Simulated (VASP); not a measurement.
Crystal: C.

```xyz
2
Lattice="0.0000 1.7593 1.7593 1.7593 0.0000 1.7593 1.7593 1.7593 0.0000" Properties=species:S:1:pos:R:3 pbc="T T T"
C     2.6389    2.6389    2.6389
C     1.7593    1.7593    1.7593
```

Base run:

| Quantity | Value |
| --- | --- |
| Program | VASP 6.6.1 |
| Functional | r2SCAN |
| Dispersion | rVV10 |
| Potentials or basis | VASP PAW PBE potentials, release 64 (C) |
| Cutoff | 520 eV |
| k mesh | 13 × 13 × 13 |
| Occupations | fermi-dirac, width 0.05 eV |
| Spin | no spin polarisation |

Its results: band gap on the k mesh 4.40 eV, indirect (least direct gap 5.94 eV); pressure 17.4 GPa.

**Question.** The run is repeated on the same cell with these changes: dispersion from rVV10 to none. What comes out?

**Answer.** Band gap on the k mesh 4.43 eV, indirect (least direct gap 5.95 eV); pressure 18.3 GPa.

Dispersion adds attraction, which lowers the pressure at fixed volume.

Caveats: the PAW data sets were made with another functional, which shifts forces and pressure a little.

A k mesh can miss the band edges.
